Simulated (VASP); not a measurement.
## Li2HfN2: single point with LDA

The system is Li2HfN2.

```
Li Hf N
1.0
     3.23712    0.00000    0.00000
    -1.61856    2.80343    0.00000
     0.00000    0.00000    5.42360
Li Hf N
2 1 2
Direct
  0.66667 0.33333 0.38279
  0.33333 0.66667 0.61721
  0.00000 0.00000 0.94469
  0.66667 0.33333 0.77938
  0.33333 0.66667 0.22062
```

This cell differs from its parent crystal: atom 3 (Hf) moved by (+0.000, -0.300) A along x and z.

| Property | Result |
| --- | --- |
| Program | VASP 6.6.1 |
| Task | single point |
| Functional | LDA |
| Potentials or basis | VASP PAW LDA potentials, release 64 (Li_sv, Hf_pv, N) |
| Cutoff | 520 eV |
| k mesh | 9 × 9 × 6 |
| Occupations | gaussian, width 0.05 eV |
| Spin | no spin polarisation |

```
Largest force          : 7.090 eV/Å
Band gap on the k mesh : 0.97 eV, indirect (least direct gap 2.04 eV)
```

Forces in eV/Å, atoms in the order of the input:
```
Li   0.000  0.000 -1.451
Li   0.000  0.000 -1.464
Hf   0.000  0.000  7.090
N    0.000  0.000 -2.472
N    0.000  0.000 -1.703
```

Levels at points of the mesh, in eV from the valence-band top:
```tsv
k point	band 11	band 12	band 13	band 14	band 15	band 16
(0.00, 0.00, 0.00)	-1.29	0.00	0.00	2.49	2.49	3.42
(0.00, 0.00, 0.50)	-2.50	-0.16	-0.16	2.42	2.42	3.74
```

Run time: 19 s on 1 thread of Intel(R) Xeon(R) 6975P-C (Granite Rapids) (shared host), peak memory 0.18 GiB.

Caveat: the cell differs from its parent crystal (atom 3 (Hf) moved by (+0.000, -0.300) A along x and z); spin-orbit coupling is left out, which moves the levels of the heavy elements; forces of over 1 eV/Å act on the atoms, so gaps and moduli don't describe the material at rest. A k mesh can miss the band edges.
